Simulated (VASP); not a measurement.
Input of a VASP 6.6.1 run:

Contents of INCAR:

```
ALGO     = Normal         # electronic algorithm
EDIFF    = 1E-7           # SCF threshold, eV
EDIFFG   = -0.002         # ionic threshold
ENCUT    = 600            # plane-wave cutoff, eV
GGA      = PS             # functional
GGA_COMPAT= F            
IBRION   = 2              # ionic algorithm
ISIF     = 3              # what is computed and relaxed
ISMEAR   = 0              # smearing method
LASPH    = T              # aspherical terms in the spheres
LCHARG   = F              # write CHGCAR
LREAL    = F              # projectors in reciprocal space
LWAVE    = F              # write WAVECAR
NELM     = 120            # most SCF steps
NELMIN   = 4            
NSW      = 100            # ionic steps
PREC     = Accurate       # precision mode
SIGMA    = 0.02           # smearing width, eV
```

The input KPOINTS:

```
k-points
0
Gamma
  12 12 2
```

POSCAR

```
SiC
1.0
    3.0766210100      0.0000000000      0.0000000000
   -1.5383105100      2.6644319500      0.0000000000
    0.0000000000      0.0000000000     15.0980843200
Si C
6 6
Direct
    0.3333333300      0.6666666700      0.8329861500
    0.6666666700      0.3333333300      0.3329861500
    0.6666666700      0.3333333300      0.6665006000
    0.3333333300      0.6666666700      0.1665006000
    0.0000000000      0.0000000000      0.4997294200
    0.0000000000      0.0000000000      0.9997294200
    0.0000000000      0.0000000000      0.8743664100
    0.0000000000      0.0000000000      0.3743664100
    0.3333333300      0.6666666700      0.7079967800
    0.6666666700      0.3333333300      0.2079967800
    0.6666666700      0.3333333300      0.5415216400
    0.3333333300      0.6666666700      0.0415216400
```

Potentials or basis: VASP PAW PBE potentials, release 64 (Si, C).

The run is started by

```console
$ cat potpaw_PBE.64/Si/POTCAR potpaw_PBE.64/C/POTCAR > POTCAR
$ mpirun -np 1 vasp_std > vasp.out
```

(1) Predict the band gap on the k mesh.

(2) Estimate the space group after relaxing (to 0.1 Å).

Results:

(1) 1.91 eV (least direct gap 3.02 eV).

(2) P6_3mc (No. 186).
